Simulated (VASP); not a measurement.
SrO:

```
Sr O
1.0
     0.00000    2.56630    2.56630
     2.56630    0.00000    2.56630
     2.56630    2.56630    0.00000
Sr O
1 1
Cartesian
  2.5663 2.5663 2.5663
  0.0000 0.0000 0.0000
```

| Property | Result |
| --- | --- |
| Program | VASP 6.6.1 |
| Task | relaxation of cell and atoms |
| Functional | PBE |
| Dispersion | D4 |
| Potentials or basis | VASP PAW PBE potentials, release 64 (Sr_sv, O) |
| Cutoff | 600 eV |
| k mesh | 9 × 9 × 9 |
| Occupations | fermi-dirac, width 0.05 eV |
| Spin | no spin polarisation |

At the start: pressure 2.0 GPa; volume 16.90 Å³/atom.

Where does the relaxation end?

Over 3 steps the energy falls by 2.3 meV/atom and the volume is 17.28 Å³/atom (+2.2 %); space group Fm-3m (No. 225, to 0.05 Å).

Step by step:
| step | energy change (eV) | largest force (eV/Å) | pressure (GPa) | volume (Å³) |
| --- | --- | --- | --- | --- |
| 1 | 0.0000 | 0.0000 | 2.04 | 33.80 |
| 2 | -0.0039 | 0.0000 | -0.76 | 34.87 |
| 3 | -0.0047 | 0.0000 | 0.01 | 34.56 |

Final structure:
```yaml
crystal:
  lattice:
    - [0.00000, 2.58521, 2.58521]
    - [2.58521, 0.00000, 2.58521]
    - [2.58521, 2.58521, 0.00000]
  atoms:
    - { symbol: Sr, position: [0.50000, 0.50000, 0.50000] }
    - { symbol: O, position: [0.00000, 0.00000, 0.00000] }
```
